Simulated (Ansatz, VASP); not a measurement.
**Two plane-wave programs on In27P26**

```
In P
1.0
     0.00000    8.79150    8.79150
     8.79150    0.00000    8.79150
     8.79150    8.79150    0.00000
In P
27 26
Direct
  0.00171 0.00227 0.00146
  0.00237 0.00257 0.32619
  0.99889 0.99904 0.66758
  0.00211 0.32693 0.00204
  0.99916 0.33410 0.33389
  0.99911 0.33424 0.66597
  0.99896 0.66769 0.99884
  0.99909 0.66641 0.33386
  0.99891 0.66784 0.66757
  0.32601 0.00268 0.00226
  0.33397 0.99932 0.33391
  0.33413 0.99924 0.66606
  0.33399 0.33398 0.99913
  0.33334 0.33339 0.33330
  0.33393 0.33406 0.66607
  0.33397 0.66636 0.99906
  0.33392 0.66635 0.33380
  0.33417 0.66644 0.66625
  0.66761 0.99902 0.99887
  0.66616 0.99922 0.33408
  0.66764 0.99908 0.66768
  0.66608 0.33415 0.99905
  0.66613 0.33404 0.33390
  0.66630 0.33434 0.66625
  0.66766 0.66780 0.99885
  0.66628 0.66646 0.33410
  0.66634 0.66642 0.66632
  0.08331 0.08344 0.41454
  0.08346 0.08357 0.75158
  0.08332 0.41463 0.08322
  0.08349 0.41684 0.41639
  0.08329 0.41470 0.75194
  0.08328 0.75224 0.08317
  0.08324 0.75236 0.41442
  0.08401 0.74984 0.74965
  0.41456 0.08334 0.08325
  0.41664 0.08358 0.41654
  0.41453 0.08342 0.75208
  0.41650 0.41676 0.08345
  0.41657 0.41677 0.41650
  0.41672 0.41686 0.74981
  0.41450 0.75241 0.08314
  0.41671 0.75000 0.41668
  0.41677 0.74992 0.74978
  0.75178 0.08348 0.08340
  0.75216 0.08340 0.41451
  0.74971 0.08418 0.74969
  0.75201 0.41465 0.08325
  0.74985 0.41689 0.41666
  0.74983 0.41685 0.74978
  0.74975 0.74982 0.08394
  0.74980 0.74992 0.41674
  0.74971 0.74986 0.74965
```

Alike in both runs: task single point; functional PBE; k mesh 1 × 1 × 1; occupations gaussian, width 0.05 eV; collinear spin.

```csv
,VASP,Ansatz
version,VASP 6.6.1,Ansatz 0.2.0
potentials or method,"VASP PAW PBE potentials, release 64 (In_d, P), cutoff 400 eV","scalar-relativistic, plane waves, PAW"
valence electrons in the cell,481,481
```

```tsv
	VASP	Ansatz	Ansatz less VASP
rms of the force components (eV/Å)	0.006	0.006	0.0000
```

Atom by atom the forces differ by 0.001 eV/Å (rms over components). Ansatz's warnings: stability check not made.
